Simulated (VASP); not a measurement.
**MgO (ke600): relaxation of cell and atoms with LDA**

Crystal: MgO (ke600).

```
Mg O
1.0
     0.00000    2.08059    2.08059
     2.08059    0.00000    2.08059
     2.08059    2.08059    0.00000
Mg O
1 1
Direct
  0.00000 0.00000 0.00000
  0.50000 0.50000 0.50000
```

* Program: VASP 6.6.1
* Task: relaxation of cell and atoms
* Functional: LDA
* Potentials or basis: VASP PAW LDA potentials, release 64 (Mg, O)
* Cutoff: 600 eV
* k mesh: 10 × 10 × 10
* Occupations: gaussian, width 0.02 eV
* Spin: no spin polarisation
* Dipole correction: no
* Further INCAR settings: ALGO = Normal; EDIFF = 1e-07; IBRION = 2; EDIFFG = -0.002; NSW = 100; ISIF = 3

| Quantity | Value |
| --- | --- |
| Relaxed volume | 8.89 Å³/atom |
| Relaxed cell | a = 2.930 Å, b = 2.930 Å, c = 2.930 Å, α = 60.00°, β = 60.00°, γ = 60.00° |
| Space group after relaxing (to 0.05 Å) | Fm-3m (No. 225) |
| Energy gained by relaxing | 0.8 meV/atom |
| Ionic steps | 3 |
| Pressure after relaxing | 0.0 GPa |
| Band gap on the k mesh | 5.15 eV, direct |

Step by step:
```
step  energy change (eV)  largest force (eV/Å)  pressure (GPa)  volume (Å³)
   1              0.0000                0.0000           -2.20        18.01
   2             -0.0013                0.0000            0.96        17.69
   3             -0.0016                0.0000            0.00        17.79
```

Final structure:
```yaml
crystal:
  lattice:
    - [0.00000, 2.07184, 2.07184]
    - [2.07184, 0.00000, 2.07184]
    - [2.07184, 2.07184, 0.00000]
  atoms:
    - { symbol: Mg, position: [0.00000, 0.00000, 0.00000] }
    - { symbol: O, position: [0.50000, 0.50000, 0.50000] }
```

Levels at points of the mesh, in eV from the valence-band top:
```
           k point  band 2  band 3  band 4  band 5  band 6  band 7
(0.00, 0.00, 0.00)    0.00    0.00    0.00    5.15   15.79   15.79
(0.50, 0.00, 0.00)   -4.92   -0.72   -0.72    8.05   12.96   16.51
(0.50, 0.50, 0.00)   -4.36   -1.44   -1.44    8.93   10.24   13.42
```

Run time: 9.8 s on 1 thread of Intel(R) Xeon(R) Platinum 8488C (Sapphire Rapids), on a shared host, peak memory 0.14 GiB.

As with any semilocal functional, this LDA gap is likely too small. Zero-point motion and thermal expansion aren't in these numbers.
